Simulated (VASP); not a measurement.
Here is a VASP 6.6.1 calculation.

Contents of INCAR:

```
ALGO = Normal ; EDIFF = 1E-6
ENCUT = 520 ; GGA = PE
ISIF = 2 ; ISMEAR = -1
LASPH = T ; LCHARG = F
LREAL = F ; LWAVE = F
NBANDS = 16 ; NELM = 100
PREC = Accurate ; SIGMA = 0.02
```

The input KPOINTS:

```
k-points
0
Gamma
  8 8 8
```

POSCAR

```
AgCl
1.0
    0.0348214894      3.0107069127      3.0107069127
    3.0107069127      0.0348214894      3.0107069127
    3.0107069127      3.0107069127      0.0348214894
Ag Cl
1 1
Direct
    0.0021147220      0.0021147220      0.0021147220
    0.2478852780      0.2478852780      0.2478852780
```

Potentials or basis: VASP PAW PBE potentials, release 64 (Ag, Cl).

Command:

```console
$ cat potpaw_PBE.64/Ag/POTCAR potpaw_PBE.64/Cl/POTCAR > POTCAR
$ mpirun -np 1 vasp_std > vasp.out
```

(1) Predict the band gap on the k mesh.

(2) What does it give for the largest force?

(3) What does it give for the pressure?

## Answers

(1) 1.23 eV.

(2) 0.007 eV/Å.

(3) 1.1 GPa.

Caveat: the cell differs from its parent crystal (epitaxial 111 strain -0.6%).
